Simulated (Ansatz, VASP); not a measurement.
## One calculation of Ge, two programs

```
Ge
1.0
     0.00000    2.86614    2.86614
     2.86614    0.00000    2.86614
     2.86614    2.86614    0.00000
Ge
2
Cartesian
  4.2992 4.2992 4.2992
  2.8661 2.8661 2.8661
```

Alike in both runs: task single point; functional r2SCAN; k mesh 8 × 8 × 8; occupations fermi-dirac, width 0.05 eV; no spin polarisation.

|  | VASP | Ansatz |
| --- | --- | --- |
| version | VASP 6.6.1 | Ansatz 0.2.0 |
| potentials or method | VASP PAW PBE potentials, release 64 (Ge_d) | Ansatz PAW |
| plane-wave cutoff (eV) | 520 | 500 |
| valence electrons in the cell | 28 | 28 |

```tsv
	VASP	Ansatz	Ansatz less VASP
gap on the k mesh at the Fermi level (eV)	none	none	-
pressure (GPa)	-1.9	-2.0	-0.06
```

VASP's potentials were made for PBE, not for r2SCAN. A gap of «none» marks a metal or a gap that the smearing closes.
